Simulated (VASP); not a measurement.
# Ti3Si (Fm-3m) in VASP: relaxation of cell and atoms with r2SCAN

Aim: the relaxation of cell and atoms of Ti3Si with r2SCAN.

Everything below comes from runs of VASP 6.6.1. Logs are shortened: lines on timing, memory, paths and dates and some standing lists are left out, and cuts for length are marked.

## (1) The cell of the first run

It takes space group Fm-3m (No. 225, cubic). The conventional cell has a = 6.400 Å, b = 6.400 Å, c = 6.400 Å, α = 90.00°, β = 90.00°, γ = 90.00°. Within 3.7 Å of Ti (site symmetry -43m) lie 10 Ti at 2.77 to 3.20 Å and 4 Si at 2.77 Å. Ti (site symmetry m-3m) has 8 Ti at 2.77 Å and 6 Si at 3.20 Å within 3.7 Å. Si (site symmetry m-3m) has 14 Ti at 2.77 to 3.20 Å within 3.7 Å.

## (2) Relaxation of cell and atoms, r2SCAN

The input, POSCAR:

```
Ti3Si
1.0
    0.0000000000     -3.2000170200      3.2000170200
    3.2000170200     -3.2000170200      0.0000000000
    3.2000170200      0.0000000000      3.2000170200
Ti Si
3 1
Direct
    0.0000000000      0.0000000000      0.0000000000
    0.2500000000      0.2500000000      0.2500000000
    0.5000000000      0.5000000000      0.5000000000
    0.7500000000      0.7500000000      0.7500000000
```

The input, INCAR.step1:

```
SYSTEM = Ti3Si
PREC = Accurate ; ENCUT = 600
ISMEAR = 0 ; SIGMA = 0.1
LREAL = .False. ; LASPH = .True.
NELM = 80 ; GGA = PE
ALGO = Normal ; EDIFF = 1E-4
LWAVE = .True. ; LCHARG = .False.
```

The input, INCAR.step2:

```
SYSTEM = Ti3Si
PREC = Accurate ; ENCUT = 600
EDIFF = 1E-6 ; ISMEAR = 0
SIGMA = 0.1 ; LREAL = .False.
LASPH = .True. ; NELM = 80
ALGO = Normal ; ISIF = 3
LWAVE = .False. ; LCHARG = .False.
METAGGA = R2SCAN ; LMIXTAU = .True.
IBRION = 2 ; NSW = 80
EDIFFG = -0.015 ; ISTART = 1
```

The input, KPOINTS:

```
Automatic mesh
0
Gamma
  12 12 12
  0 0 0
```

Potentials or basis: VASP PAW PBE potentials, release 64 (Ti_sv, Si).

Started as:

```
$ cat potpaw_PBE.64/Ti_sv/POTCAR potpaw_PBE.64/Si/POTCAR > POTCAR
$ cp INCAR.step1 INCAR
$ mpirun -np 1 vasp_std > vasp.out
$ cp INCAR.step2 INCAR
$ mpirun -np 1 vasp_std > vasp.out
```

OUTCAR:

```text
SYSTEM = Ti3Si
   PREC = Accurate
   ENCUT = 600
   EDIFF = 1E-6
   ISMEAR = 0
   LREAL = .False.
   LASPH = .True.
   NELM = 80
   ISIF = 3
   METAGGA = R2SCAN
   IBRION = 2
   NSW = 80
   EDIFFG = -0.015
   ISTART = 1

 ion  position               nearest neighbor table
   1  0.000  0.000  0.000-   4 2.77   4 2.77   4 2.77   2 2.77   4 2.77   2 2.77   2 2.77   2 2.77

   2  0.250  0.250  0.250-   1 2.77   1 2.77   1 2.77   1 2.77   3 2.77   3 2.77   3 2.77   3 2.77

   3  0.500  0.500  0.500-   2 2.77   2 2.77   2 2.77   2 2.77   4 2.77   4 2.77   4 2.77   4 2.77

   4  0.750  0.750  0.750-   3 2.77   3 2.77   3 2.77   1 2.77   3 2.77   1 2.77   1 2.77   1 2.77

  LATTYP: Found a face centered cubic cell.
 ALAT       =     6.4000340400

  Lattice vectors:

 A1 = (   0.0000000000,  -3.2000170200,   3.2000170200)
 A2 = (   3.2000170200,  -3.2000170200,   0.0000000000)
 A3 = (   3.2000170200,   0.0000000000,   3.2000170200)

Analysis of symmetry for initial positions (statically):
=====================================================================
 Subroutine PRICEL returns:
 Original cell was already a primitive cell.

 Routine SETGRP: Setting up the symmetry group for a
 face centered cubic supercell.

 Subroutine GETGRP returns: Found 48 space group operations
 (whereof 24 operations were pure point group operations)
 out of a pool of 48 trial point group operations.

The static configuration has the point symmetry T_d .
 The point group associated with its full space group is O_h .

Analysis of symmetry for dynamics (positions and initial velocities):
=====================================================================
 Subroutine PRICEL returns:
 Original cell was already a primitive cell.

 Routine SETGRP: Setting up the symmetry group for a
 face centered cubic supercell.

 Subroutine GETGRP returns: Found 48 space group operations
 (whereof 24 operations were pure point group operations)
 out of a pool of 48 trial point group operations.

The dynamic configuration has the point symmetry T_d .
 The point group associated with its full space group is O_h .

 Subroutine INISYM returns: Found 48 space group operations
 (whereof 24 operations are pure point group operations),
 and found     1 'primitive' translations

----------------------------------------------------------------------------------------

                                     Primitive cell

  volume of cell :      65.5370

[... 97 lines left out ...]
   NFREE  =      1    steps in history (QN), initial steepest desc. (CG)
   ISIF   =      3    stress and relaxation
   ISYM   =      2    0-nonsym 1-usesym 2-fastsym
   POTIM  = 0.5000    time-step for ionic-motion
   TEBEG  =    0.0;   TEEND  =   0.0 temperature during run
   PSTRESS=    0.0 pullay stress
   NELECT =      40.0000    total number of electrons
   NUPDOWN=      -1.0000    fix difference up-down
   EMIN   =  10.00;   EMAX   =-10.00  energy-range for DOS
   EFERMI =   0.00;   METHOD = LEGACY
   ISMEAR =     0;   SIGMA  =   0.10  broadening in eV -4-tet -1-fermi 0-gaus
   EFERMI_NEDOS =   21; number of points for ismear=-14 and -15
   IALGO  =     38    algorithm
   IMIX   =      4    mixing-type and parameters
     AMIX     =   0.40;   BMIX     =  1.00
     AMIX_MAG =   1.60;   BMIX_MAG =  1.00
  volume/ion in A,a.u.               =      16.38       110.57
  Fermi-wavevector in a.u.,A,eV,Ry     =   1.388670  2.624207 26.237553  1.928406
  Thomas-Fermi vector in A             =   2.512774
   LORBIT       =      0    0 simple, 1 ext, 2 COOP (PROOUT), +10 PAW based schemes
   METAGGA = R2SCAN    functional components
   LHFCALC =     F    Hartree Fock is set to
   AEXX    =    0.0000 exact exchange contribution
   IVDW    =     0    specifies the selected vdW correction
   LEPSILON=     F    determine dielectric tensor
   LRPA    =     F    only Hartree local field effects (RPA)
 conjugate gradient relaxation of ions
 non-spin polarized calculation
 Gauss-broadening in eV      SIGMA  =   0.10
  energy-cutoff  :      600.00
  volume of cell :       65.54
 maximum number of plane-waves:      2208
   NGX = 19   NGY = 19   NGZ = 19

--------------------------------------- Ionic step        1  -------------------------------------------

 number of electron      40.0000013 magnetization

 Free energy of the ion-electron system (eV)
  ---------------------------------------------------
  ext. energy  EPLUGINS =         0.00000000
  ---------------------------------------------------
  free energy    TOTEN  =       -48.76610342 eV

  energy without entropy =      -48.72879464  energy(sigma->0) =      -48.74744903

------------------------ aborting loop because EDIFF is reached ----------------------------------------

  FORCE on cell =-STRESS in cart. coord.  units (eV):
  Direction    XX          YY          ZZ          XY          YZ          ZX
  --------------------------------------------------------------------------------------
  -------------------------------------------------------------------------------------
  Total       -3.2584935     -3.2584935     -3.2584935      0.0000000      0.0000000      0.0000000
  in kB      -79.6600515    -79.6600515    -79.6600515      0.0000000      0.0000000      0.0000000
  external PRESSURE =     -79.6600515 kB  Pullay stress =       0.0000000 kB
[... 25 lines left out ...]
--------------------------------------- Ionic step        2  -------------------------------------------

 number of electron      40.0000009 magnetization

 E-fermi :  10.1164     XC(G=0): -12.9853

 val. band max:       10.1148871166   @ k =   0.3333   0.1667   0.0833
 cond. band min:      10.1172348051   @ k =  -0.4167   0.5000   0.0833
 fundamental gap:      0.0023476885
 Fermi energy:        10.1163967924

 k-point     1 :       0.0000    0.0000    0.0000
  band No.  band energies     occupation
      1     -48.6284      2.00000
      2     -48.5047      2.00000
      3     -48.0565      2.00000
      4     -23.9172      2.00000
      5     -23.9172      2.00000
      6     -23.9172      2.00000
[... 676 lines left out ...]
--------------------------------------- Ionic step        3  -------------------------------------------

 number of electron      39.9999988 magnetization

 Free energy of the ion-electron system (eV)
  ---------------------------------------------------
  ext. energy  EPLUGINS =         0.00000000
  ---------------------------------------------------
  free energy    TOTEN  =       -48.87269590 eV

  energy without entropy =      -48.83658180  energy(sigma->0) =      -48.85463885

 E-fermi :   9.4665     XC(G=0): -12.6903

 val. band max:        9.4642132507   @ k =   0.4167   0.3333   0.0833
 cond. band min:       9.4672600890   @ k =   0.4167   0.1667   0.0000
 fundamental gap:      0.0030468383
 Fermi energy:         9.4664522922

 k-point     1 :       0.0000    0.0000    0.0000
  band No.  band energies     occupation
      1     -49.4078      2.00000
      2     -49.3180      2.00000
      3     -48.8530      2.00000
      4     -24.6832      2.00000
      5     -24.6832      2.00000
      6     -24.6832      2.00000
[... 670 lines left out ...]
  FREE ENERGIE OF THE ION-ELECTRON SYSTEM (eV)
  ---------------------------------------------------
  free  energy   TOTEN  =       -48.8726958953 eV

  energy  without entropy=      -48.8365818031  energy(sigma->0) =      -48.85463885

 reached required accuracy - stopping structural energy minimisation
```

OUTCAR.step1:

```text
SYSTEM = Ti3Si
   PREC = Accurate
   ENCUT = 600
   ISMEAR = 0
   LREAL = .False.
   LASPH = .True.
[... 881 lines left out ...]
      1.60001     -1.60001      1.60001         0.000000     -0.000000      0.000000
      3.20002     -3.20002      3.20002        -0.000000      0.000000     -0.000000
      4.80003     -4.80003      4.80003         0.000000     -0.000000      0.000000
 -----------------------------------------------------------------------------------
    total drift:                                0.000000     -0.000000      0.000000

  FREE ENERGIE OF THE ION-ELECTRON SYSTEM (eV)
  ---------------------------------------------------
  free  energy   TOTEN  =       -30.0821119433 eV

  energy  without entropy=      -30.0390497203  energy(sigma->0) =      -30.06058083
```

OSZICAR.step1:

```text
N       E                     dE             d eps       ncg     rms          rms(c)
DAV:   1     0.479812926003E+03    0.47981E+03   -0.22326E+04  3456   0.216E+03
DAV:   2     0.210725432173E+02   -0.45874E+03   -0.45599E+03  3464   0.591E+02
DAV:   3    -0.287661988796E+02   -0.49839E+02   -0.49414E+02  6472   0.165E+02
DAV:   4    -0.334003462227E+02   -0.46341E+01   -0.46156E+01  5336   0.415E+01
DAV:   5    -0.336124785123E+02   -0.21213E+00   -0.21203E+00  5336   0.834E+00    0.156E+01
DAV:   6    -0.300064842199E+02    0.36060E+01   -0.23069E+01  4808   0.418E+01    0.369E+00
DAV:   7    -0.300720195128E+02   -0.65535E-01   -0.13941E+00  5224   0.898E+00    0.278E+00
DAV:   8    -0.300803170003E+02   -0.82975E-02   -0.23628E-01  4392   0.334E+00    0.731E-01
DAV:   9    -0.300882793041E+02   -0.79623E-02   -0.14465E-01  5080   0.316E+00    0.905E-01
DAV:  10    -0.300811034571E+02    0.71758E-02   -0.93669E-02  4776   0.309E+00    0.425E-01
DAV:  11    -0.300820669488E+02   -0.96349E-03   -0.10024E-02  4424   0.107E+00    0.484E-02
DAV:  12    -0.300821119433E+02   -0.44995E-04   -0.69609E-04  4896   0.253E-01
   1 F= -.30082112E+02 E0= -.30060581E+02  d E =-.430622E-01
```

It took 27 min on 1 thread of Oxide Virtual Turin-like, shared host; peak memory 0.28 GiB.

Results:

```yaml
Free_energy: -48.8727 eV
Relaxed_volume: 15.37 Å³/atom
Relaxed_cell: a = 4.431 Å, b = 4.431 Å, c = 4.431 Å, α = 60.00°, β = 60.00°, γ = 60.00°
Space_group_after_relaxing_to_0.1_Å: Fm-3m (No. 225)
Energy_gained_by_relaxing: 26.6 meV/atom
Ionic_steps: 3
Pressure_after_relaxing: -0.1 GPa
Band_gap_on_the_k_mesh: zero (bands 20 and 21 overlap by 0.49 eV)
```

Step by step:
| step | energy change (eV) | largest force (eV/Å) | pressure (GPa) | volume (Å³) |
| --- | --- | --- | --- | --- |
| 1 | 0.0000 | 0.0000 | -7.97 | 65.54 |
| 2 | -0.0192 | 0.0000 | 8.71 | 58.11 |
| 3 | -0.1066 | 0.0000 | -0.08 | 61.50 |

Final structure:
```xyz
4
Lattice="0.0000 -3.1329 3.1329 3.1329 -3.1329 0.0000 3.1329 0.0000 3.1329" Properties=species:S:1:pos:R:3 pbc="T T T"
Ti    0.0000    0.0000    0.0000
Ti    1.5664   -1.5664    1.5664
Ti    3.1329   -3.1329    3.1329
Si    4.6993   -4.6993    4.6993
```

Levels at points of the mesh, in eV from the Fermi level:
```tsv
k point	band 17	band 18	band 19	band 20	band 21	band 22	band 23	band 24
(0.00, 0.00, 0.00)	-2.15	-2.15	-0.08	-0.08	-0.08	2.50	2.50	2.50
(0.50, 0.00, 0.00)	-0.46	-0.46	-0.45	-0.27	-0.27	0.71	1.03	1.03
(0.50, 0.50, 0.00)	-2.15	-2.15	-0.35	-0.17	-0.17	1.31	1.39	1.39
```

Caveat: the PAW data sets were made with another functional, which shifts forces and pressure a little.
